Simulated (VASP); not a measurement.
Set up this calculation in VASP 6.6.1, as the native input.

- Task: single point
- Functional: r2SCAN0
- Potentials or basis: VASP PAW PBE potentials, release 64 (Ru_pv)
- Cutoff: 520 eV
- k mesh: 7 × 7 × 7
- Occupations: fermi-dirac, width 0.1 eV
- Spin: no spin polarisation
- Dipole correction: no
- Grid for exact exchange (PRECFOCK): Normal
- Further INCAR settings: ALGO = Normal; EDIFF = 1e-06; NBANDS = 13

Ru:

```
Ru
1.0
     2.49144    0.00000    0.00000
     0.00000    2.49144    0.00000
     0.00000    0.00000    2.49144
Ru
1
Direct
  0.00000 0.00000 0.00000
```

These files were run (other wordings do the same):

POSCAR

```
Ru
1.0
    2.4914415160      0.0000000000      0.0000000000
    0.0000000000      2.4914415160      0.0000000000
    0.0000000000      0.0000000000      2.4914415160
Ru
1
Direct
    0.0000000000      0.0000000000      0.0000000000
```

INCAR.step1

```
SYSTEM = Ru
PREC = Accurate ; ENCUT = 520
EDIFF = 1E-5 ; ISMEAR = -1
SIGMA = 0.1 ; LREAL = .False.
LASPH = .True. ; NELM = 80
ALGO = Normal ; ISIF = 2
LWAVE = .True. ; GGA = PE
NBANDS = 13
```

INCAR.step2

```
SYSTEM = Ru
PREC = Accurate ; ENCUT = 520
EDIFF = 1E-6 ; ISMEAR = -1
SIGMA = 0.1 ; LREAL = .False.
LASPH = .True. ; NELM = 80
ALGO = Normal ; ISIF = 2
LWAVE = .False. ; LCHARG = .True.
METAGGA = R2SCAN ; LHFCALC = .True.
AEXX = 0.25 ; LMIXTAU = .True.
PRECFOCK = Normal ; LELF = .True.
LVHAR = .True. ; ISTART = 1
NBANDS = 13
```

KPOINTS

```
regular mesh
0
Gamma
  7 7 7
  0 0 0
```

Potentials or basis: VASP PAW PBE potentials, release 64 (Ru_pv).

The run is started by

```sh
$ cat potpaw_PBE.64/Ru_pv/POTCAR > POTCAR
$ cp INCAR.step1 INCAR
$ mpirun -np 1 vasp_std > vasp.out
$ cp INCAR.step2 INCAR
$ mpirun -np 1 vasp_std > vasp.out
```

Results of the run:

```json
{"Pressure": "-6.3 GPa", "Band gap on the k mesh": "zero (band 7 reaches 14.10 eV, above the bottom of band 8 at 9.08 eV)"}
```

Caveat: the k points lie up to 0.36 Å⁻¹ apart; the PAW data sets were made with another functional, which shifts forces and pressure a little.

It used 1600 s of CPU time on 1 thread of AMD EPYC 7R13 Processor (Zen 3) (shared host).
